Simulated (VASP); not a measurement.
A run of VASP 6.6.1 is set up as follows.

The input INCAR:

```
PREC = Accurate ; ENCUT = 520
EDIFF = 1E-6 ; ISMEAR = 0
SIGMA = 0.05 ; LREAL = F
LASPH = T ; NELM = 100
ALGO = Normal ; ISIF = 2
LWAVE = F ; LCHARG = F
GGA = PE ; NBANDS = 11
```

File KPOINTS:

```
Automatic mesh
0
Gamma
  10 10 10
```

POSCAR

```
MgO
1.0
    0.0000000000      2.1272186771      2.1272186771
    2.1272186771      0.0000000000      2.1272186771
    2.1272186771      2.1272186771      0.0000000000
Mg O
1 1
Direct
   -0.0066530921      0.0066530921      0.0332654605
    0.5101070944      0.4898929056      0.4494645280
```

Potentials or basis: VASP PAW PBE potentials, release 64 (Mg, O).

Command:

```sh
$ cat potpaw_PBE.64/Mg/POTCAR potpaw_PBE.64/O/POTCAR > POTCAR
$ mpirun -np 1 vasp_std > vasp.out
```

(1) What does it give for the pressure?

(2) Estimate the largest force.

Results:

(1) 5.1 GPa.

(2) 1.442 eV/Å.

Caveat: the cell differs from its parent crystal (mode 4 frozen in at -0.129 Å and mode 5 at -0.086 Å (largest displacements)); forces of over 1 eV/Å act on the atoms, so gaps and moduli don't describe the material at rest.
